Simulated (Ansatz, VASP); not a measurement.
WS2: VASP beside Ansatz

File INCAR:

```
ALGO = Normal
EDIFF = 1E-6
ENCUT = 520
GGA = PS
ISIF = 2
ISMEAR = -1
LASPH = T
LCHARG = T
LELF = T
LREAL = F
LVHAR = T
LWAVE = F
NBANDS = 20
NELM = 60
PREC = Accurate
SIGMA = 0.03
```

KPOINTS

```
k-points
0
Gamma
  15 15 15
```

Contents of POSCAR:

```
WS2
1.0
    1.5467668421      0.8930262526      6.0375124514
   -1.5467668421      0.8930262526      6.0375124514
    0.0000000000     -1.7860525053      6.0375124514
W S
1 2
Direct
    0.0000000000      0.0000000000      0.0000000000
    0.7503000000      0.7503000000      0.7503000000
    0.5810000000      0.5810000000      0.5810000000
```

Input for Ansatz:

```yaml
crystal:
  lattice:
    - [1.5467668421, 0.8930262526, 6.0375124514]
    - [-1.5467668421, 0.8930262526, 6.0375124514]
    - [0.0, -1.7860525053, 6.0375124514]
  atoms:
    - { symbol: W, position: [0.0, 0.0, 0.0] }
    - { symbol: S, position: [0.7503, 0.7503, 0.7503] }
    - { symbol: S, position: [0.581, 0.581, 0.581] }
kpoints:
  mp_grid: { grid: [15, 15, 15] }
  band_path:
    path:
      - [0.0, 0.0, 0.0]
      - [0.5, 0.5, 0.5]
      - [0.8187478403, 0.1812521597, 0.5]
      - [0.5, -0.1812521597, 0.1812521597]
      - [0.5, 0.0, 0.0]
      - [0.0, 0.0, 0.0]
      - [0.3406260799, -0.3406260799, 0.0]
      - [0.6593739201, 0.0, 0.3406260799]
      - [0.5, 0.0, 0.5]
    npoints: 5
scf:
  occupations: { method: fermi_dirac, width: 0.03 }
hamiltonian:
  xc: pbesol
  pseudopotentials: { kind: all_electron, lapw: { basis_error: 0.001 } }
output:
  forces: true
  stress: true
  eigenvalues: true
```

Change from the starting cell: volume scaled by 0.94.

Alike in both runs: task single point; functional PBEsol; k mesh 15 × 15 × 15; occupations fermi-dirac, width 0.03 eV; no spin polarisation.

|  | VASP | Ansatz |
| --- | --- | --- |
| version | VASP 6.6.1 | Ansatz 0.2.0 |
| potentials or method | VASP PAW PBE potentials, release 64 (W_sv, S), cutoff 520 eV | all-electron LAPW, scalar-relativistic |

|  | VASP | Ansatz | Ansatz less VASP |
| --- | --- | --- | --- |
| pressure (GPa) | 11.4 | 11.2 | -0.15 |
| traceless stress, the component that is largest in VASP (GPa) | 1.44 | 1.39 | -0.049 |
| rms of the force components (eV/Å) | 0.613 | 0.601 | -0.0115 |

VASP's potentials were made for PBE, not for PBEsol. Atom by atom the forces differ by 0.012 eV/Å (rms over components). Ansatz ran all-electron here, and VASP with PAW potentials.

Neither program's run includes spin-orbit coupling.
